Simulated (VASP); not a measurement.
A run of VASP 6.6.1:

INCAR

```
PREC = Accurate
ENCUT = 520
EDIFF = 1E-7
ISMEAR = -1
SIGMA = 0.08
LREAL = F
LASPH = T
NELM = 100
ALGO = Normal
ISIF = 2
LWAVE = F
LCHARG = F
LDIPOL = T
IDIPOL = 3
DIPOL = 0.5 0.5 0.500
GGA = PE
NBANDS = 36
```

Contents of KPOINTS:

```
Automatic mesh
0
Gamma
  12 12 1
```

File POSCAR:

```
Ta
1.0
    3.3195547167      0.0000000000      0.0000000000
    0.0000000000      3.3195547167      0.0000000000
    0.0000000000      0.0000000000     22.6391000000
Ta
5
Direct
    0.0000000000      0.0000000000      0.3620236451
    0.5000000000      0.5000000000      0.4256082500
    0.0000000000      0.0000000000      0.4999999768
    0.5000000000      0.5000000000      0.5743917566
    0.0000000000      0.0000000000      0.6379763715
```

Potentials or basis: VASP PAW PBE potentials, release 64 (Ta_pv).

Run with:

```console
$ cat potpaw_PBE.64/Ta_pv/POTCAR > POTCAR
$ mpirun -np 1 vasp_std > vasp.out
```

Hardware: 1 thread of Intel(R) Xeon(R) Platinum 8488C (Sapphire Rapids), on a shared host.

Task: Estimate the wall time of this run.

Result: It took 5.7 min on 1 thread of Intel(R) Xeon(R) Platinum 8488C (Sapphire Rapids) (shared host), peak memory 0.45 GiB. Counts: scf iterations 27, k points 28.
